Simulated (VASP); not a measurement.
Wanted: the native input for a VASP 6.6.1 run.

```yaml
Task: single point
Functional: PBEsol
Potentials_or_basis: VASP PAW PBE potentials, release 64 (Sr_sv, Cl)
Cutoff: 520 eV
k_mesh: 8 × 8 × 8
Occupations: gaussian, width 0.05 eV
Spin: no spin polarisation
Dipole_correction: no
Further_INCAR_settings: ALGO = Normal; EDIFF = 1e-07; NBANDS = 19
```

The structure of SrCl2 lies in POSCAR:

```
SrCl2
1.0
    2.4086991391      1.3906630963      3.9362042441
   -2.4086991391      1.3906630963      3.9362042441
    0.0000000000     -2.7813261927      3.9362042441
Sr Cl
1 2
Direct
    0.0000000000      0.0000000000      0.0000000000
    0.2499365507      0.2499365507      0.2499365507
    0.7500634493      0.7500634493      0.7500634493
```

The input as run:

INCAR

```
SYSTEM = SrCl2
PREC     = Accurate       ! precision mode
ENCUT    = 520            ! plane-wave cutoff, eV
EDIFF    = 1E-7           ! SCF threshold, eV
ISMEAR   = 0              ! smearing method
SIGMA    = 0.05           ! smearing width, eV
LREAL    = .False.        ! projectors in reciprocal space
LASPH    = .True.         ! aspherical terms in the spheres
NELM     = 100            ! most SCF steps
ALGO     = Normal         ! electronic algorithm
ISIF     = 2              ! what is computed and relaxed
LWAVE    = .False.        ! write WAVECAR
LCHARG   = .True.         ! write CHGCAR
GGA      = PS             ! functional
LELF     = .True.         ! ELF
LVHAR    = .True.       
NBANDS   = 19             ! bands
```

KPOINTS

```
Automatic mesh
0
Gamma
  8 8 8
  0 0 0
```

Potentials or basis: VASP PAW PBE potentials, release 64 (Sr_sv, Cl).

The run is started by

```bash
$ cat potpaw_PBE.64/Sr_sv/POTCAR potpaw_PBE.64/Cl/POTCAR > POTCAR
$ mpirun -np 1 vasp_std > vasp.out
```

Results of the run:

```yaml
Pressure: 1.9 GPa
Band_gap_on_the_k_mesh: 5.30 eV
```

Caveat: the PAW data sets were made with another functional, which shifts forces and pressure a little.

It took 82 s on 1 thread of Oxide Virtual Turin-like Processor (shared host), peak memory 0.22 GiB.
